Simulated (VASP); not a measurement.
# ZrB2 (P6/mmm) in VASP: notebook

The runs below take ZrB2 through single point, with PBE.

Everything below comes from runs of VASP 6.6.1. Logs are shortened: lines on timing, memory, paths and dates and some standing lists are left out, and cuts for length are marked.

### 1 The cell of the first run

Symmetry: P6/mmm, No. 191, hexagonal system. Conventional cell: a = 3.165 Å, b = 3.165 Å, c = 3.485 Å, α = 90.00°, β = 90.00°, γ = 120.00°. Within 3.3 Å of Zr (site symmetry 6/mmm) lie 12 B at 2.52 Å and 6 Zr at 3.16 Å. B (site symmetry -6m2) has 3 B at 1.83 Å within 2.4 Å.

### 2 Single point, PBE (zz strain of -1 %)

The input, INCAR:

```
  ALGO = Normal
  EDIFF = 1E-7
  ENCUT = 520
  GGA = PE
  ISIF = 2
  ISMEAR = -1
  LASPH = T
  LCHARG = T
  LELF = T
  LREAL = F
  LVHAR = T
  LWAVE = F
  NBANDS = 16
  NELM = 100
  PREC = Accurate
  SIGMA = 0.05
```

The input, KPOINTS:

```
k-points
0
Gamma
  12 12 9
```

The input, POSCAR:

```
ZrB2
1.0
    3.1649998255      0.0000000000      0.0000000000
   -1.5824999128      2.7409702519      0.0000000000
    0.0000000000      0.0000000000      3.4848000000
Zr B
1 2
Direct
    0.0000000000      0.0000000000      0.0000000000
    0.3333333333      0.6666666667      0.5000000000
    0.6666666667      0.3333333333      0.5000000000
```

Potentials or basis: VASP PAW PBE potentials, release 64 (Zr_sv, B).

Started as:

```sh
> cat potpaw_PBE.64/Zr_sv/POTCAR potpaw_PBE.64/B/POTCAR > POTCAR
> mpirun -np 1 vasp_std > vasp.out
```

OUTCAR:

```text
EDIFF = 1E-7
   ENCUT = 520
   GGA = PE
   ISIF = 2
   ISMEAR = -1
   LASPH = T
   LREAL = F
   NELM = 100
   PREC = Accurate

 ion  position               nearest neighbor table
   1  0.000  0.000  0.000-   2 2.52   3 2.52   2 2.52   3 2.52   3 2.52   3 2.52   2 2.52   2 2.52
                             3 2.52   3 2.52   2 2.52   2 2.52
   2  0.333  0.667  0.500-   3 1.83   3 1.83   3 1.83   1 2.52   1 2.52   1 2.52   1 2.52   1 2.52
                             1 2.52
   3  0.667  0.333  0.500-   2 1.83   2 1.83   2 1.83   1 2.52   1 2.52   1 2.52   1 2.52   1 2.52
                             1 2.52

  LATTYP: Found a hexagonal cell.
 ALAT       =     3.1649998255
 C/A-ratio  =     1.1010427147

  Lattice vectors:

 A1 = (   3.1649998255,   0.0000000000,   0.0000000000)
 A2 = (  -1.5824999128,   2.7409702519,   0.0000000000)
 A3 = (   0.0000000000,   0.0000000000,   3.4848000000)

Analysis of symmetry for initial positions (statically):
=====================================================================
 Subroutine PRICEL returns:
 Original cell was already a primitive cell.

 Routine SETGRP: Setting up the symmetry group for a
 hexagonal supercell.

 Subroutine GETGRP returns: Found 24 space group operations
 (whereof 24 operations were pure point group operations)
 out of a pool of 24 trial point group operations.

The static configuration has the point symmetry D_6h.

Analysis of symmetry for dynamics (positions and initial velocities):
=====================================================================
 Subroutine PRICEL returns:
 Original cell was already a primitive cell.

 Routine SETGRP: Setting up the symmetry group for a
 hexagonal supercell.

 Subroutine GETGRP returns: Found 24 space group operations
 (whereof 24 operations were pure point group operations)
 out of a pool of 24 trial point group operations.

The dynamic configuration has the point symmetry D_6h.

 Subroutine INISYM returns: Found 24 space group operations
 (whereof 24 operations are pure point group operations),
 and found     1 'primitive' translations

----------------------------------------------------------------------------------------

                                     Primitive cell

  volume of cell :      30.2312

  direct lattice vectors                    reciprocal lattice vectors
     3.164999825  0.000000000  0.000000000     0.315955784  0.182417157  0.000000000
    -1.582499913  2.740970252  0.000000000     0.000000000  0.364834313  0.000000000
     0.000000000  0.000000000  3.484800000     0.000000000  0.000000000  0.286960514

  length of vectors
     3.164999825  3.164999826  3.484800000     0.364834313  0.364834313  0.286960514

  position of ions in fractional coordinates (direct lattice)
     0.000000000  0.000000000  0.000000000
     0.333333333  0.666666667  0.500000000
     0.666666667  0.333333333  0.500000000

  ion indices of the primitive-cell ions
   primitive index   ion index
                 1           1
                 2           2
                 3           3

----------------------------------------------------------------------------------------

 KPOINTS: k-points

Automatic generation of k-mesh.
 Grid dimensions read from file:
 generate k-points for:   12   12    9

 Generating k-lattice:

  Cartesian coordinates                     Fractional coordinates (reciprocal lattice)
     0.026329649  0.015201430  0.000000000     0.083333333 -0.000000000  0.000000000
     0.000000000  0.030402859  0.000000000     0.000000000  0.083333333  0.000000000
     0.000000000  0.000000000  0.031884502     0.000000000  0.000000000  0.111111111

  Length of vectors
     0.030402859  0.030402859  0.031884502

  Shift w.r.t. Gamma in fractional coordinates (k-lattice)
     0.000000000  0.000000000  0.000000000

 Subroutine IBZKPT returns following result:
 ===========================================

 Found     95 irreducible k-points:

 Following reciprocal coordinates:
            Coordinates               Weight
  0.000000  0.000000  0.000000      1.000000
  0.083333  0.000000  0.000000      6.000000
  0.166667  0.000000  0.000000      6.000000
  0.250000  0.000000  0.000000      6.000000
  0.333333  0.000000  0.000000      6.000000
  0.416667  0.000000  0.000000      6.000000
[... 16 lines left out ...]
  0.250000  0.000000  0.111111     12.000000
  0.333333  0.000000  0.111111     12.000000
 [... further k-points ...]
   k-points           NKPTS =     95   k-points in BZ     NKDIM =     95   number of bands    NBANDS=     16
   number of dos      NEDOS =    301   number of ions     NIONS =      3
   total plane-waves  NPLWV =  16128
   dimension x,y,z NGX =    24 NGY =   24 NGZ =   28
   dimension x,y,z NGXF=    48 NGYF=   48 NGZF=   56
   ions per type =               1   2
   NGX,Y,Z   is equivalent  to a cutoff of  12.61, 12.61, 13.36 a.u.
   NGXF,Y,Z  is equivalent  to a cutoff of  25.21, 25.21, 26.72 a.u.
 SYSTEM =  unknown system
   PREC   = accura    normal or accurate (medium, high low for compatibility)
   ISTART =      0    job   : 0-new  1-cont  2-samecut
   ICHARG =      2    charge: 1-file 2-atom 10-const
   ISPIN  =      1    spin polarized calculation?
   LNONCOLLINEAR =      F non collinear calculations
   LSORBIT =      F    spin-orbit coupling
   LASPH  =      T    aspherical Exc in radial PAW
   ENCUT  =  520.0 eV  38.22 Ry    6.18 a.u.   5.88  5.88  6.48*2*pi/ulx,y,z
   NELM   =    100;   NELMIN=  2; NELMDL= -5     # of ELM steps
   EDIFF  = 0.1E-06   stopping-criterion for ELM
   LREAL  =      F    real-space projection
   EDIFFG = 0.1E-05   stopping-criterion for IOM
   NSW    =      0    number of steps for IOM
   IBRION =     -1    ionic relax: 0-MD 1-quasi-New 2-CG
   NFREE  =      0    steps in history (QN), initial steepest desc. (CG)
   ISIF   =      2    stress and relaxation
   ISYM   =      2    0-nonsym 1-usesym 2-fastsym
   POTIM  = 0.5000    time-step for ionic-motion
   TEBEG  =    0.0;   TEEND  =   0.0 temperature during run
   PSTRESS=    0.0 pullay stress
   NELECT =      18.0000    total number of electrons
   NUPDOWN=      -1.0000    fix difference up-down
   EMIN   =  10.00;   EMAX   =-10.00  energy-range for DOS
   EFERMI =   0.00;   METHOD = LEGACY
   ISMEAR =    -1;   SIGMA  =   0.05  broadening in eV -4-tet -1-fermi 0-gaus
   EFERMI_NEDOS =   21; number of points for ismear=-14 and -15
   IALGO  =     38    algorithm
   IMIX   =      4    mixing-type and parameters
     AMIX     =   0.40;   BMIX     =  1.00
     AMIX_MAG =   1.60;   BMIX_MAG =  1.00
  volume/ion in A,a.u.               =      10.08        68.00
  Fermi-wavevector in a.u.,A,eV,Ry     =   1.377253  2.602631 25.807880  1.896826
  Thomas-Fermi vector in A             =   2.502423
   LORBIT       =      0    0 simple, 1 ext, 2 COOP (PROOUT), +10 PAW based schemes
   GGA     = PE    functional components
   LHFCALC =     F    Hartree Fock is set to
   AEXX    =    0.0000 exact exchange contribution
   IVDW    =     0    specifies the selected vdW correction
   LEPSILON=     F    determine dielectric tensor
   LRPA    =     F    only Hartree local field effects (RPA)
 non-spin polarized calculation
  energy-cutoff  :      520.00
  volume of cell :       30.23
 maximum number of plane-waves:       832
 NGX is ok and might be reduce to    24
   NGX = 11   NGY = 11   NGZ = 13

 number of electron      18.0000000 magnetization

 Free energy of the ion-electron system (eV)
  ---------------------------------------------------
  ext. energy  EPLUGINS =         0.00000000
  ---------------------------------------------------
  free energy    TOTEN  =       -24.96755399 eV

  energy without entropy =      -24.96559748  energy(sigma->0) =      -24.96657573

 E-fermi :  10.7992     XC(G=0): -12.5247

 val. band max:       10.6173795511   @ k =   0.0000   0.0000   0.2222
 cond. band min:      10.7998235014   @ k =   0.1667   0.1667   0.1111
 fundamental gap:      0.1824439503
 Fermi energy:        10.7992380838

 k-point     1 :       0.0000    0.0000    0.0000
  band No.  band energies     occupation
      1     -37.8432      2.00000
      2     -16.0310      2.00000
      3     -15.4803      2.00000
      4     -15.4803      2.00000
      5      -2.0763      2.00000
      6       7.9677      2.00000
[... 8 lines left out ...]
     15      15.8423      0.00000
     16      15.8423      0.00000

 k-point     2 :       0.0833    0.0000    0.0000
  band No.  band energies     occupation
      1     -37.8353      2.00000
      2     -16.0192      2.00000
      3     -15.5500      2.00000
      4     -15.4954      2.00000
      5      -1.9351      2.00000
      6       7.5645      2.00000
[... 8 lines left out ...]
     15      16.4839      0.00000
     16      16.8166      0.00000

 k-point     3 :       0.1667    0.0000    0.0000
  band No.  band energies     occupation
      1     -37.8136      2.00000
      2     -15.9868      2.00000
      3     -15.7362      2.00000
      4     -15.5363      2.00000
      5      -1.5284      2.00000
      6       6.6099      2.00000
[... 8 lines left out ...]
     15      17.5505      0.00000
     16      17.5773      0.00000

 k-point     4 :       0.2500    0.0000    0.0000
  band No.  band energies     occupation
      1     -37.7837      2.00000
      2     -15.9814      2.00000
      3     -15.9422      2.00000
      4     -15.5915      2.00000
      5      -0.8977      2.00000
      6       5.4543      2.00000
[... 8 lines left out ...]
     15      17.9632      0.00000
     16      19.4677      0.00000

 k-point     5 :       0.3333    0.0000    0.0000
  band No.  band energies     occupation
      1     -37.7537      2.00000
      2     -16.2172      2.00000
      3     -15.8972      2.00000
      4     -15.6460      2.00000
      5      -0.0906      2.00000
      6       4.2613      2.00000
[... 8 lines left out ...]
     15      19.1403      0.00000
     16      20.8490      0.00000

 k-point     6 :       0.4167    0.0000    0.0000
  band No.  band energies     occupation
      1     -37.7315      2.00000
      2     -16.3844      2.00000
      3     -15.8640      2.00000
      4     -15.6854      2.00000
      5       0.8453      2.00000
      6       3.0961      2.00000
[... 8 lines left out ...]
     15      19.5679      0.00000
     16      20.3549      0.00000

 k-point     7 :       0.5000    0.0000    0.0000
  band No.  band energies     occupation
      1     -37.7234      2.00000
      2     -16.4445      2.00000
      3     -15.8517      2.00000
      4     -15.6998      2.00000
      5       1.6716      2.00000
      6       2.1939      2.00000
[... 8 lines left out ...]
     15      18.5614      0.00000
     16      20.9196      0.00000

 k-point     8 :       0.0833    0.0833    0.0000
  band No.  band energies     occupation
      1     -37.8205      2.00000
      2     -15.9971      2.00000
      3     -15.6742      2.00000
      4     -15.5271      2.00000
      5      -1.6611      2.00000
      6       6.9351      2.00000
[... 8 lines left out ...]
     15      17.1247      0.00000
     16      17.5989      0.00000

 k-point     9 :       0.1667    0.0833    0.0000
  band No.  band energies     occupation
      1     -37.7947      2.00000
      2     -15.9586      2.00000
      3     -15.8804      2.00000
      4     -15.5845      2.00000
      5      -1.1419      2.00000
      6       5.9716      2.00000
[... 8 lines left out ...]
     15      17.4863      0.00000
     16      18.4984      0.00000
[... 172 lines left out ...]
 k-point    19 :       0.3333    0.3333    0.0000
  band No.  band energies     occupation
      1     -37.7082      2.00000
      2     -16.1568      2.00000
      3     -16.1568      2.00000
      4     -15.8293      2.00000
      5       2.9009      2.00000
      6       2.9009      2.00000
[... 8 lines left out ...]
     15      22.4124      0.00000
     16      22.4124      0.00000

 k-point    20 :       0.0000    0.0000    0.1111
  band No.  band energies     occupation
      1     -37.8405      2.00000
      2     -16.0813      2.00000
      3     -15.4768      2.00000
      4     -15.4768      2.00000
      5      -1.8855      2.00000
      6       7.0864      2.00000
[... 8 lines left out ...]
     15      17.0258      0.00000
     16      17.0258      0.00000

 k-point    21 :       0.0833    0.0000    0.1111
  band No.  band energies     occupation
      1     -37.8326      2.00000
      2     -16.0690      2.00000
      3     -15.5460      2.00000
      4     -15.4918      2.00000
      5      -1.7507      2.00000
      6       7.1349      2.00000
[... 8 lines left out ...]
     15      16.9341      0.00000
     16      17.3797      0.00000

 k-point    22 :       0.1667    0.0000    0.1111
  band No.  band energies     occupation
      1     -37.8109      2.00000
      2     -16.0352      2.00000
      3     -15.7307      2.00000
      4     -15.5323      2.00000
      5      -1.3633      2.00000
      6       6.6040      2.00000
[... 8 lines left out ...]
     15      17.5098      0.00000
     16      18.3349      0.00000

 k-point    23 :       0.2500    0.0000    0.1111
  band No.  band energies     occupation
      1     -37.7811      2.00000
      2     -15.9956      2.00000
      3     -15.9671      2.00000
      4     -15.5871      2.00000
      5      -0.7642      2.00000
      6       5.4002      2.00000
[... 8 lines left out ...]
     15      18.1744      0.00000
     16      19.6018      0.00000

 k-point    24 :       0.3333    0.0000    0.1111
  band No.  band energies     occupation
      1     -37.7511      2.00000
      2     -16.2101      2.00000
      3     -15.9398      2.00000
      4     -15.6412      2.00000
      5       0.0022      2.00000
      6       4.1780      2.00000
[... 8 lines left out ...]
     15      18.5461      0.00000
     16      21.4839      0.00000

 [... further k-points ...]
[... 5 lines left out ...]
  --------------------------------------------------------------------------------------
  -------------------------------------------------------------------------------------
  Total        0.6301077      0.6301077      1.5612694     -0.0000000      0.0000000      0.0000000
  in kB       33.3940790     33.3940790     82.7432450     -0.0000000      0.0000000      0.0000000
  external PRESSURE =      49.8438010 kB  Pullay stress =       0.0000000 kB

 VOLUME and BASIS-vectors are now :
 -----------------------------------------------------------------------------
  energy-cutoff  :      520.00
  volume of cell :       30.23
      direct lattice vectors                 reciprocal lattice vectors
     3.164999825  0.000000000  0.000000000     0.315955784  0.182417157  0.000000000
    -1.582499913  2.740970252  0.000000000     0.000000000  0.364834313  0.000000000
     0.000000000  0.000000000  3.484800000     0.000000000  0.000000000  0.286960514

 POSITION                                       TOTAL-FORCE (eV/Angst)
 -----------------------------------------------------------------------------------
      0.00000      0.00000      0.00000        -0.000000      0.000000     -0.000000
     -0.00000      1.82731      1.74240        -0.000000      0.000000     -0.000000
      1.58250      0.91366      1.74240         0.000000      0.000000      0.000000
 -----------------------------------------------------------------------------------
    total drift:                               -0.000000      0.000000     -0.000000

  FREE ENERGIE OF THE ION-ELECTRON SYSTEM (eV)
  ---------------------------------------------------
  free  energy   TOTEN  =       -24.9675539928 eV

  energy  without entropy=      -24.9655974764  energy(sigma->0) =      -24.96657573
```

Wall time 54 s (1 thread of Intel Xeon 8259CL, shared host); peak memory 0.17 GiB.

What came out:

| Property | Result |
| --- | --- |
| Free energy | -24.9676 eV |
| Pressure | 5.0 GPa |
| Band gap on the k mesh | zero (band 9 reaches 11.39 eV, above the bottom of band 10 at 10.22 eV) |

Caveat: the cell differs from its parent crystal (zz strain of -1 %).

### 3 Single point, PBE (zz strain of +2 %)

The input, INCAR:

```
SYSTEM = ZrB2
PREC = Accurate
ENCUT = 520
EDIFF = 1E-7
ISMEAR = -1
SIGMA = 0.05
LREAL = .FALSE.
LASPH = .TRUE.
NELM = 80
ALGO = Normal
ISIF = 2
LWAVE = .FALSE.
LCHARG = .FALSE.
GGA = PE
NBANDS = 16
```

The input, KPOINTS:

```
Automatic mesh
0
G
  12 12 9
  0 0 0
```

Changes to POSCAR since step 2:

```diff
@@ -4,3 +4,3 @@
    -1.5824999128      2.7409702519      0.0000000000
-    0.0000000000      0.0000000000      3.4848000000
+    0.0000000000      0.0000000000      3.5904000000
 Zr B
```

Potentials or basis: VASP PAW PBE potentials, release 64 (Zr_sv, B).

Started as:

```sh
> cat potpaw_PBE.64/Zr_sv/POTCAR potpaw_PBE.64/B/POTCAR > POTCAR
> mpirun -np 1 vasp_std > vasp.out
```

Wall time 63 s (1 thread of Intel Xeon 8259CL, shared host); peak memory 0.17 GiB.

The run converged. Its results:

```yaml
Free_energy: -24.9762 eV
Pressure: -1.9 GPa
Band_gap_on_the_k_mesh: zero (band 9 reaches 11.06 eV, above the bottom of band 10 at 9.79 eV)
```

Stress tensor (GPa, compression positive):
```
-0.28  0.00  0.00
 0.00 -0.28  0.00
 0.00  0.00 -5.13
```

Levels at points of the mesh, in eV from the Fermi level:
```csv
k point,band 5,band 6,band 7,band 8,band 9,band 10,band 11,band 12,band 13,band 14
"(0.00, 0.00, 0.00)",-12.76,-2.68,-2.56,-2.56,-2.56,3.28,3.28,3.90,3.90,4.95
"(0.50, 0.00, 0.00)",-8.96,-8.57,-4.03,-3.08,-2.71,2.08,2.17,4.83,4.89,6.30
```

Caveat: the cell differs from its parent crystal (zz strain of +2 %).

[end of part 1 of 2]
